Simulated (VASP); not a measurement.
# MnSi6 (Pm-3m) in VASP: single point with PBE

Aim: the single point of MnSi6 with PBE.

All numbers are computed with VASP 6.6.1; they aren't measurements. Logs are shortened: lines on timing, memory, paths and dates and some standing lists are left out, and cuts for length are marked.

## 1. The cell of the first run

The structure is cubic, space group Pm-3m (No. 221). The conventional cell has a = 5.884 Å, b = 5.884 Å, c = 5.884 Å, α = 90.00°, β = 90.00°, γ = 90.00°. Mn (site symmetry m-3m) has 24 Si at 4.33 Å and 6 Mn at 5.88 Å within 5.9 Å. Si (site symmetry 4mm) has 5 Si at 2.40 to 2.46 Å within 3.2 Å.

The cell was generated, and may not be a known phase.

## 2. Single point, PBE, collinear spin, ferromagnetic start

INCAR

```
PREC = Accurate
ENCUT = 520
EDIFF = 1E-6
ISMEAR = 0
SIGMA = 0.1
LREAL = F
LASPH = T
NELM = 150
ALGO = Normal
ISIF = 2
LWAVE = F
LCHARG = F
ISPIN = 2
MAGMOM = 5.5 0 0 0 0 0 0
LORBIT = 11
LMAXMIX = 4
GGA = PE
NBANDS = 32
```

KPOINTS

```
regular mesh
0
Gamma
  8 8 8
```

POSCAR

```
MnSi6
1.0
    5.8838746481      0.0000000000      0.0000000000
    0.0000000000      5.8838746481      0.0000000000
    0.0000000000      0.0000000000      5.8838746481
Mn Si
1 6
Direct
    0.0000000000      0.0000000000      0.0000000000
    0.5000000000      0.5000000000      0.2040823880
    0.5000000000      0.5000000000      0.7959176120
    0.2040823880      0.5000000000      0.5000000000
    0.7959176120      0.5000000000      0.5000000000
    0.5000000000      0.2040823880      0.5000000000
    0.5000000000      0.7959176120      0.5000000000
```

Potentials or basis: VASP PAW PBE potentials, release 64 (Mn_pv, Si).

Started as:

```sh
$ cat potpaw_PBE.64/Mn_pv/POTCAR potpaw_PBE.64/Si/POTCAR > POTCAR
$ mpirun -np 1 vasp_std > vasp.out
```

OUTCAR:

```text
PREC = Accurate
   ENCUT = 520
   EDIFF = 1E-6
   ISMEAR = 0
   LREAL = F
   LASPH = T
   NELM = 150
   ISIF = 2
   ISPIN = 2
   LORBIT = 11
   GGA = PE

 ion  position               nearest neighbor table
   1  0.000  0.000  0.000-
   2  0.500  0.500  0.204-   3 2.40   4 2.46   5 2.46   6 2.46   7 2.46
   3  0.500  0.500  0.796-   2 2.40   4 2.46   5 2.46   6 2.46   7 2.46
   4  0.204  0.500  0.500-   5 2.40   3 2.46   2 2.46   6 2.46   7 2.46
   5  0.796  0.500  0.500-   4 2.40   3 2.46   2 2.46   6 2.46   7 2.46
   6  0.500  0.204  0.500-   7 2.40   3 2.46   4 2.46   5 2.46   2 2.46
   7  0.500  0.796  0.500-   6 2.40   3 2.46   4 2.46   5 2.46   2 2.46

  LATTYP: Found a simple cubic cell.
 ALAT       =     5.8838746481

  Lattice vectors:

 A1 = (   5.8838746481,   0.0000000000,   0.0000000000)
 A2 = (   0.0000000000,   5.8838746481,   0.0000000000)
 A3 = (   0.0000000000,   0.0000000000,   5.8838746481)

Analysis of symmetry for initial positions (statically):
=====================================================================
 Subroutine PRICEL returns:
 Original cell was already a primitive cell.

 Routine SETGRP: Setting up the symmetry group for a
 simple cubic supercell.

 Subroutine GETGRP returns: Found 48 space group operations
 (whereof 48 operations were pure point group operations)
 out of a pool of 48 trial point group operations.

The static configuration has the point symmetry O_h .

Analysis of symmetry for dynamics (positions and initial velocities):
=====================================================================
 Subroutine PRICEL returns:
 Original cell was already a primitive cell.

 Routine SETGRP: Setting up the symmetry group for a
 simple cubic supercell.

 Subroutine GETGRP returns: Found 48 space group operations
 (whereof 48 operations were pure point group operations)
 out of a pool of 48 trial point group operations.

The dynamic configuration has the point symmetry O_h .

Analysis of structural, dynamic, and magnetic symmetry:
=====================================================================
 Subroutine PRICEL returns:
 Original cell was already a primitive cell.

 Routine SETGRP: Setting up the symmetry group for a
 simple cubic supercell.

 Subroutine GETGRP returns: Found 48 space group operations
 (whereof 48 operations were pure point group operations)
[... 148 lines left out ...]
 NGX is ok and might be reduce to    48
   NGX = 21   NGY = 21   NGZ = 21

 number of electron      36.9999991 magnetization       4.4877983

 Free energy of the ion-electron system (eV)
  ---------------------------------------------------
  ext. energy  EPLUGINS =         0.00000000
  ---------------------------------------------------
  free energy    TOTEN  =       -33.16467297 eV

  energy without entropy =      -33.13426089  energy(sigma->0) =      -33.14946693

 E-fermi :   3.2386     XC(G=0):  -7.9529

 val. band max:        3.2192390850   @ k =   0.5000   0.3750   0.1250
 cond. band min:       3.2395133932   @ k =   0.5000   0.1250   0.1250
 fundamental gap:      0.0202743082
 Fermi energy:         3.2385851807

 spin component 1

 k-point     1 :       0.0000    0.0000    0.0000
  band No.  band energies     occupation
      1     -48.3609      1.00000
      2     -48.3609      1.00000
      3     -48.3609      1.00000
      4      -9.7427      1.00000
      5      -4.5732      1.00000
      6      -4.5732      1.00000
[... 781 lines left out ...]
     29       6.4320      0.00000
     30       6.8699      0.00000

 [... further k-points ...]

 spin component 2

 k-point     1 :       0.0000    0.0000    0.0000
  band No.  band energies     occupation
      1     -43.5382      1.00000
      2     -43.5382      1.00000
      3     -43.5382      1.00000
      4      -9.7881      1.00000
      5      -4.6248      1.00000
      6      -4.6248      1.00000
[... 781 lines left out ...]
     29       6.5842      0.00000
     30       6.8281      0.00000

 [... further k-points ...]

 [bands above 30 left out]

------------------------ aborting loop because EDIFF is reached ----------------------------------------

  FORCE on cell =-STRESS in cart. coord.  units (eV):
  Direction    XX          YY          ZZ          XY          YZ          ZX
  --------------------------------------------------------------------------------------
  -------------------------------------------------------------------------------------
  Total       -0.0460197     -0.0460197     -0.0460197      0.0000000      0.0000000      0.0000000
  in kB       -0.3619633     -0.3619633     -0.3619633      0.0000000      0.0000000      0.0000000
  external PRESSURE =      -0.3619633 kB  Pullay stress =       0.0000000 kB

 VOLUME and BASIS-vectors are now :
 -----------------------------------------------------------------------------
  energy-cutoff  :      520.00
  volume of cell :      203.70
      direct lattice vectors                 reciprocal lattice vectors
     5.883874648  0.000000000  0.000000000     0.169956034  0.000000000  0.000000000
     0.000000000  5.883874648  0.000000000     0.000000000  0.169956034  0.000000000
     0.000000000  0.000000000  5.883874648     0.000000000  0.000000000  0.169956034

 POSITION                                       TOTAL-FORCE (eV/Angst)
 -----------------------------------------------------------------------------------
      0.00000      0.00000      0.00000         0.000000     -0.000000     -0.000000
      2.94194      2.94194      1.20080         0.000000     -0.000000      0.002316
      2.94194      2.94194      4.68308         0.000000     -0.000000     -0.002316
      1.20080      2.94194      2.94194         0.002316     -0.000000     -0.000000
      4.68308      2.94194      2.94194        -0.002316     -0.000000     -0.000000
      2.94194      1.20080      2.94194         0.000000      0.002316     -0.000000
      2.94194      4.68308      2.94194         0.000000     -0.002316     -0.000000
 -----------------------------------------------------------------------------------
    total drift:                                0.000000      0.000000     -0.000000

  FREE ENERGIE OF THE ION-ELECTRON SYSTEM (eV)
  ---------------------------------------------------
  free  energy   TOTEN  =       -33.1646729665 eV

  energy  without entropy=      -33.1342608924  energy(sigma->0) =      -33.14946693

 total charge

# of ion       s       p       d       tot
------------------------------------------
    1        0.410   5.988   4.777  11.175
    2        0.831   0.784   0.000   1.615
    3        0.831   0.784   0.000   1.615
    4        0.831   0.784   0.000   1.615
    5        0.831   0.784   0.000   1.615
    6        0.831   0.784   0.000   1.615
    7        0.831   0.784   0.000   1.615
--------------------------------------------------
tot          5.394  10.694   4.777  20.866

 magnetization (x)

# of ion       s       p       d       tot
------------------------------------------
    1        0.124   0.002   4.459   4.586
    2       -0.004  -0.016   0.000  -0.020
    3       -0.004  -0.016   0.000  -0.020
    4       -0.004  -0.016   0.000  -0.020
    5       -0.004  -0.016   0.000  -0.020
    6       -0.004  -0.016   0.000  -0.020
    7       -0.004  -0.016   0.000  -0.020
--------------------------------------------------
tot          0.100  -0.092   4.459   4.468
```

stdout:

```text
POSCAR found type information on POSCAR MnSi
 POSCAR found :  2 types and       7 ions
 scaLAPACK will be used
 LDA part: xc-table for (Slater+PW92), standard interpolation
 POSCAR, INCAR and KPOINTS ok, starting setup
 FFT: planning ... GRIDC
 FFT: planning ... GRID_SOFT
 FFT: planning ... GRID
 WAVECAR not read
 entering main loop
```

It took 6.1 min on 1 thread of Intel Xeon Platinum 8559C (Emerald Rapids), shared host; peak memory 0.57 GiB.

Results:

* Free energy: -33.1647 eV
* Pressure: 0.0 GPa
* Net moment: 4.49 μB per cell
* Site moments: Mn +4.59; Si -0.02 μB
* Valence electrons inside the program's atomic spheres: Mn 11.18; Si 1.61

Forces in eV/Å, atoms in the order of the input:
```
Mn   0.000  0.000  0.000
Si   0.000  0.000  0.002
Si   0.000  0.000 -0.002
Si   0.002  0.000  0.000
Si  -0.002  0.000  0.000
Si   0.000  0.002  0.000
Si   0.000 -0.002  0.000
```

Levels at points of the mesh, in eV from the Fermi level:
Spin up:
| k point | band 17 | band 18 | band 19 | band 20 | band 21 | band 22 | band 23 | band 24 | band 25 | band 26 |
| --- | --- | --- | --- | --- | --- | --- | --- | --- | --- | --- |
| (0.00, 0.00, 0.00) | -2.38 | -2.38 | -1.47 | -0.12 | -0.12 | -0.12 | 0.49 | 0.49 | 0.49 | 3.17 |
| (0.50, 0.00, 0.00) | -3.24 | -2.37 | -1.91 | -1.44 | -0.48 | 0.33 | 0.33 | 1.89 | 2.25 | 2.99 |
| (0.50, 0.50, 0.00) | -3.06 | -3.06 | -1.87 | -0.92 | -0.88 | -0.32 | -0.32 | 1.99 | 2.39 | 2.74 |
| (0.50, 0.50, 0.50) | -3.45 | -3.45 | -1.81 | -1.81 | -1.66 | -0.49 | 2.41 | 2.41 | 2.41 | 2.54 |
Spin down:
| k point | band 13 | band 14 | band 15 | band 16 | band 17 | band 18 | band 19 | band 20 | band 21 | band 22 |
| --- | --- | --- | --- | --- | --- | --- | --- | --- | --- | --- |
| (0.00, 0.00, 0.00) | -2.48 | -0.38 | -0.27 | -0.27 | -0.27 | 0.37 | 0.37 | 0.47 | 0.47 | 0.47 |
| (0.50, 0.00, 0.00) | -2.43 | -1.53 | -1.10 | -0.85 | -0.10 | -0.10 | 0.42 | 0.47 | 0.66 | 0.77 |
| (0.50, 0.50, 0.00) | -3.28 | -1.95 | -1.07 | -0.38 | -0.38 | 0.34 | 0.44 | 0.45 | 0.52 | 0.52 |
| (0.50, 0.50, 0.50) | -3.51 | -1.90 | -1.90 | -0.59 | -0.53 | 0.45 | 0.45 | 0.45 | 0.48 | 0.48 |
